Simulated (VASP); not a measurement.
BaTe, 2 atoms in the cell. It takes space group Fm-3m (No. 225, cubic). The conventional cell has a = 6.868 Å, b = 6.868 Å, c = 6.868 Å, α = 90.00°, β = 90.00°, γ = 90.00°. Within 4.5 Å of Ba (site symmetry m-3m) lie 6 Te at 3.43 Å. Te (site symmetry m-3m) has 6 Ba at 3.43 Å within 4.5 Å. 

- Program: VASP 6.6.1
- Task: single point
- Functional: LDA
- Potentials or basis: VASP PAW LDA potentials, release 64 (Ba_sv, Te)
- Cutoff: 500 eV
- k mesh: 4 × 4 × 4
- Occupations: gaussian, width 0.05 eV
- Spin: no spin polarisation
- Dipole correction: no
- Further INCAR settings: ALGO = Normal; EDIFF = 1e-06; NBANDS = 15

Potentials or basis: VASP PAW LDA potentials, release 64 (Ba_sv, Te).

Command:

```sh
$ cat potpaw_LDA.64/Ba_sv/POTCAR potpaw_LDA.64/Te/POTCAR > POTCAR
$ mpirun -np 1 vasp_std > vasp.out
```

Hardware: 1 thread of AMD EPYC 7R13, on a shared host.

**Question.** How long does it take, and how much memory?

**Answer.** It took 24 s on 1 thread of AMD EPYC 7R13, on a shared host, peak memory 0.14 GiB. Counts: scf iterations 12, k points 8.
